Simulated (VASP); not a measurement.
Crystal: Zr.

```xyz
1
Lattice="0.0000 2.2550 2.2550 2.2550 0.0000 2.2550 2.2550 2.2550 0.0000" Properties=species:S:1:pos:R:3 pbc="T T T"
Zr    0.0000    0.0000    0.0000
```

| Quantity | Value |
| --- | --- |
| Program | VASP 6.6.1 |
| Task | relaxation of cell and atoms |
| Functional | PBEsol |
| Potentials or basis | VASP PAW PBE potentials, release 64 (Zr_sv) |
| Cutoff | 600 eV |
| k mesh | 10 × 10 × 10 |
| Occupations | gaussian, width 0.1 eV |
| Spin | collinear spin, ferromagnetic start |
| Starting moments | [-0.45] μB |

At the start: pressure -2.6 GPa; volume 22.93 Å³/atom.

Where does the relaxation end?

Over 3 steps the energy falls by 5.3 meV/atom and the volume is 22.29 Å³/atom (-2.8 %); space group Fm-3m (No. 225, to 0.05 Å); moment 0.00 μB per cell.

Step by step:
| step | energy change (eV) | largest force (eV/Å) | pressure (GPa) | volume (Å³) |
| --- | --- | --- | --- | --- |
| 1 | 0.0000 | 0.0000 | -2.58 | 22.93 |
| 2 | -0.0011 | 0.0000 | 2.47 | 21.73 |
| 3 | -0.0053 | 0.0000 | 0.01 | 22.29 |

Final structure:
```yaml
crystal:
  lattice:
    - [0.00000, 2.23367, 2.23367]
    - [2.23367, 0.00000, 2.23367]
    - [2.23367, 2.23367, 0.00000]
  atoms:
    - { symbol: Zr, position: [0.00000, 0.00000, 0.00000] }
```

Caveat: the PAW data sets were made with another functional, which shifts forces and pressure a little.
